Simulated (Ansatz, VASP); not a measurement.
# MgZn7O8 in VASP and in Ansatz

File INCAR:

```
SYSTEM = MgZn7O8
PREC = Accurate
ENCUT = 600
EDIFF = 1E-6
ISMEAR = 0
SIGMA = 0.1
LREAL = .FALSE.
LASPH = .TRUE.
NELM = 120
ALGO = Normal
ISIF = 2
LWAVE = .FALSE.
LCHARG = .FALSE.
NBANDS = 81
GGA_COMPAT = .FALSE.
```

The input KPOINTS:

```
Automatic mesh
0
G
  4 4 4
  0 0 0
```

File POSCAR:

```
MgZn7O8
1.0
    3.2537500000      0.0000000000      5.1918750000
    3.2537500000      0.0000000000     -5.1918750000
   -3.2537500000      5.6356603151      0.0000000000
Mg Zn O
1 7 8
Direct
    0.1666666700      0.1666666700      0.3333333300
    0.1666666700      0.1666666700      0.8333333300
    0.6666666700      0.6666666700      0.3333333300
    0.6666666700      0.6666666700      0.8333333300
    0.0833333300      0.5833333300      0.1666666700
    0.5833333300      0.0833333300      0.1666666700
    0.0833333300      0.5833333300      0.6666666700
    0.5833333300      0.0833333300      0.6666666700
    0.4166666700      0.9166666700      0.3333333300
    0.9166666700      0.4166666700      0.3333333300
    0.4166666700      0.9166666700      0.8333333300
    0.9166666700      0.4166666700      0.8333333300
    0.3333333300      0.3333333300      0.1666666700
    0.3333333300      0.3333333300      0.6666666700
    0.8333333300      0.8333333300      0.1666666700
    0.8333333300      0.8333333300      0.6666666700
```

Input for Ansatz:

```yaml
crystal:
  lattice:
    - [3.25375, 0.0, 5.191875]
    - [3.25375, 0.0, -5.191875]
    - [-3.25375, 5.6356603151, 0.0]
  atoms:
    - { symbol: Mg, position: [0.16666667, 0.16666667, 0.33333333] }
    - { symbol: Zn, position: [0.16666667, 0.16666667, 0.83333333] }
    - { symbol: Zn, position: [0.66666667, 0.66666667, 0.33333333] }
    - { symbol: Zn, position: [0.66666667, 0.66666667, 0.83333333] }
    - { symbol: Zn, position: [0.08333333, 0.58333333, 0.16666667] }
    - { symbol: Zn, position: [0.58333333, 0.08333333, 0.16666667] }
    - { symbol: Zn, position: [0.08333333, 0.58333333, 0.66666667] }
    - { symbol: Zn, position: [0.58333333, 0.08333333, 0.66666667] }
    - { symbol: O, position: [0.41666667, 0.91666667, 0.33333333] }
    - { symbol: O, position: [0.91666667, 0.41666667, 0.33333333] }
    - { symbol: O, position: [0.41666667, 0.91666667, 0.83333333] }
    - { symbol: O, position: [0.91666667, 0.41666667, 0.83333333] }
    - { symbol: O, position: [0.33333333, 0.33333333, 0.16666667] }
    - { symbol: O, position: [0.33333333, 0.33333333, 0.66666667] }
    - { symbol: O, position: [0.83333333, 0.83333333, 0.16666667] }
    - { symbol: O, position: [0.83333333, 0.83333333, 0.66666667] }
basis:
  ecutwfc: 420
kpoints:
  mp_grid: { grid: [4, 4, 4] }
hamiltonian:
  xc: lda
  pseudopotentials: { kind: paw, azcp: { folder: soft_1 } }
scf:
  occupations: { method: gaussian, width: 0.1 }
output:
  forces: true
  stress: true
  eigenvalues: true
```

Alike in both runs: task single point; functional LDA; k mesh 4 × 4 × 4; occupations gaussian, width 0.1 eV; no spin polarisation.

```csv
,VASP,Ansatz
version,VASP 6.6.1,Ansatz 0.2.0
potentials or method,"VASP PAW LDA potentials, release 64 (Mg, Zn, O), cutoff 600 eV","scalar-relativistic, plane waves, PAW"
valence electrons in the cell,134,142
```

Ansatz gave:

* gap on the k mesh at the Fermi level (eV): 1.11
* least direct gap on the mesh (eV): 1.11
* pressure (GPa): -0.9
* traceless stress, the component that is largest in VASP (GPa): -7.72
* rms of the force components (eV/Å): 0.096

Task: Estimate VASP's values.

Result: gap on the k mesh at the Fermi level (eV): 1.13; least direct gap on the mesh (eV): 1.13; pressure (GPa): -0.2; traceless stress, the component that is largest in VASP (GPa): -8.71; rms of the force components (eV/Å): 0.089.

Ansatz warns that its potentials were made for another functional, while VASP's fit it. LDA's correlation is that of Perdew and Zunger in VASP and of Perdew and Wang (1992) in Ansatz. Atom by atom the forces differ by 0.018 eV/Å (rms over components). VASP's potentials hold 134 valence electrons a cell and Ansatz's 142, so a difference there can come from the potentials and not from the codes.
